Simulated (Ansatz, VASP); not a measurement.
One calculation of Ir, two programs

```
Ir
1.0
     0.00000    1.87171    1.87171
     1.87171    0.00000    1.87171
     1.87171    1.87171    0.00000
Ir
1
Direct
  0.00000 0.00000 0.00000
```

Change from the starting cell: strain -0.025 along x and y, -0.025 along z, atoms carried along.

Alike in both runs: task single point; functional r2SCAN; k mesh 22 × 22 × 22; occupations gaussian, width 0.15 eV; no spin polarisation.

|  | VASP | Ansatz |
| --- | --- | --- |
| version | VASP 6.6.1 | Ansatz 0.2.0 |
| potentials or method | VASP PAW PBE potentials, release 64 (Ir), cutoff 520 eV | scalar-relativistic, plane waves, PAW |
| valence electrons in the cell | 9 | 17 |

Ansatz gave:

| Quantity | Value |
| --- | --- |
| gap on the k mesh at the Fermi level (eV) | none |
| pressure (GPa) | 36.9 |

Estimate VASP's values.

gap on the k mesh at the Fermi level (eV): none; pressure (GPa): 40.8.

VASP's potentials were made for PBE, not for r2SCAN. A gap of «none» marks a metal or a gap that the smearing closes. Both programs put the cell under a high pressure, so it lies far from rest at this level. VASP's potentials hold 9 valence electrons a cell and Ansatz's 17, so a difference there can come from the potentials and not from the codes.

Neither program's run includes spin-orbit coupling.
